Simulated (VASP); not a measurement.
Input of a VASP 6.6.1 run:

INCAR

```
SYSTEM = BN
  ALGO = Normal
  EDIFF = 1E-6
  ENCUT = 520
  GGA = PE
  ISIF = 2
  ISMEAR = 0
  IVDW = 12
  LASPH = .TRUE.
  LCHARG = .TRUE.
  LELF = .TRUE.
  LREAL = .FALSE.
  LVHAR = .TRUE.
  LWAVE = .FALSE.
  NBANDS = 11
  NELM = 100
  PREC = Accurate
  SIGMA = 0.05
```

KPOINTS

```
k-points
0
G
  12 12 12
  0 0 0
```

POSCAR

```
BN
1.0
    0.0000000000      3.2392977238      2.1688319106
    1.2538424675      0.0000000000      2.1688319106
    1.2538424675      3.2392977238      0.0000000000
B N
1 1
Direct
    0.0001068737      0.0001068737      0.9998931263
    0.6665931163      0.6665931163      0.3334068837
```

Potentials or basis: VASP PAW PBE potentials, release 64 (B, N).

Run with:

```bash
$ cat potpaw_PBE.64/B/POTCAR potpaw_PBE.64/N/POTCAR > POTCAR
$ mpirun -np 1 vasp_std > vasp.out
```

Question: Predict the band gap on the k mesh.

Answer: 3.47 eV (least direct gap 4.52 eV).

Question: What does it give for the pressure?

Answer: 0.3 GPa.

Forces on the atoms (eV/Å):
```
B    0.000  0.000  0.005
N    0.000  0.000 -0.005
```

Caveat: the cell differs from its parent crystal (strain -0.0300 x Voigt [0, 1, 0, 0, 0, 0]). A k mesh can miss the band edges.
